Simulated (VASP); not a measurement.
Crystal: Hg.

```xyz
2
Lattice="-2.9298 2.9298 1.5726 2.9298 -2.9298 1.5726 2.9298 2.9298 -1.5726" Properties=species:S:1:pos:R:3 pbc="T T T"
Hg    0.0000    2.9298    0.7863
Hg    0.0000    0.0000    0.0000
```

- Program: VASP 6.6.1
- Task: relaxation of cell and atoms
- Functional: PBEsol
- Potentials or basis: VASP PAW PBE potentials, release 64 (Hg)
- Cutoff: 600 eV
- k mesh: 16 × 16 × 16
- Occupations: gaussian, width 0.1 eV
- Spin: no spin polarisation

At the start: pressure -2.1 GPa; volume 27.00 Å³/atom.

Q: How do energy, volume and symmetry change on relaxing?

A: Over 12 steps the energy falls by 13.8 meV/atom and the volume is 25.19 Å³/atom (-6.7 %); space group I4_1/amd (No. 141, to 0.05 Å).

Step by step:
| step | energy change (eV) | largest force (eV/Å) | pressure (GPa) | volume (Å³) |
| --- | --- | --- | --- | --- |
| 1 | 0.0000 | 0.0000 | -2.11 | 53.99 |
| 2 | -0.0248 | 0.0000 | -0.62 | 51.26 |
| 3 | -0.0266 | 0.0000 | -0.01 | 50.44 |
| 4 | -0.0266 | 0.0000 | 0.04 | 50.37 |
| 5 | -0.0273 | 0.0000 | 0.10 | 50.35 |
| 6 | -0.0275 | 0.0000 | 0.08 | 50.33 |
| 7 | -0.0275 | 0.0000 | 0.13 | 50.29 |
| 8 | -0.0276 | 0.0000 | -0.01 | 50.31 |
| 9 | -0.0276 | 0.0000 | 0.07 | 50.31 |
| 10 | -0.0276 | 0.0000 | 0.05 | 50.31 |
| 11 | -0.0276 | 0.0000 | 0.05 | 50.31 |
| 12 | -0.0276 | 0.0000 | -0.02 | 50.39 |

Final structure:
```yaml
crystal:
  lattice:
    - [-2.87995, 2.87995, 1.51883]
    - [2.87995, -2.87995, 1.51883]
    - [2.87995, 2.87995, -1.51883]
  atoms:
    - { symbol: Hg, position: [0.75000, 0.25000, 0.50000] }
    - { symbol: Hg, position: [0.00000, 0.00000, 0.00000] }
```

Caveat: the PAW data sets were made with another functional, which shifts forces and pressure a little.
